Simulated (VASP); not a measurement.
The system is BaTiO3.

```xyz
5
Lattice="2.7747 1.6020 2.2758 -2.7747 1.6020 2.2758 0.0000 -3.2040 2.2758" Properties=species:S:1:pos:R:3 pbc="T T T"
Ba    0.0000    0.0000   -0.0226
Ti    0.0000    0.0000    3.4199
O    -1.3807    0.7972    4.4914
O     0.0000   -1.5943    4.4914
O     1.3807    0.7972    4.4914
```

This cell differs from its parent crystal: equal strain along all axes, cell held: -3.0 %.

| Item | Value |
| --- | --- |
| Program | VASP 6.6.1 |
| Task | relaxation of the atoms |
| Functional | PBE |
| Potentials or basis | VASP PAW PBE potentials, release 64 (Ba_sv, Ti_sv, O) |
| Cutoff | 520 eV |
| k mesh | 6 × 6 × 6 |
| Occupations | gaussian, width 0.02 eV |
| Spin | no spin polarisation |
| Hubbard terms | Ti d U = 4.0 eV |

At the start: pressure 19.2 GPa; volume 12.14 Å³/atom.

Q: How do energy, volume and symmetry change on relaxing?

A: Over 7 steps the energy falls by 3.6 meV/atom; space group Pm-3m (No. 221, to 0.1 Å) before and after.

Step by step:
| step | energy change (eV) | largest force (eV/Å) | pressure (GPa) |
| --- | --- | --- | --- |
| 1 | 0.0000 | 0.4552 | 19.25 |
| 2 | -0.0137 | 0.1670 | 18.83 |
| 3 | -0.0145 | 0.1200 | 18.78 |
| 4 | -0.0169 | 0.0663 | 18.76 |
| 5 | -0.0181 | 0.0198 | 18.76 |
| 6 | -0.0181 | 0.0174 | 18.75 |
| 7 | -0.0181 | 0.0061 | 18.75 |

Final structure:
```
CELL_PARAMETERS angstrom
2.77471 1.60198 2.27582
-2.77471 1.60198 2.27582
0.00000 -3.20396 2.27582
ATOMIC_POSITIONS crystal
Ba 0.99424 0.99424 0.99424
Ti 0.49411 0.49411 0.49411
O 0.49427 0.99421 0.49427
O 0.49427 0.49427 0.99421
O 0.99421 0.49427 0.49427
```

Caveat: the cell differs from its parent crystal (equal strain along all axes, cell held: -3.0 %).
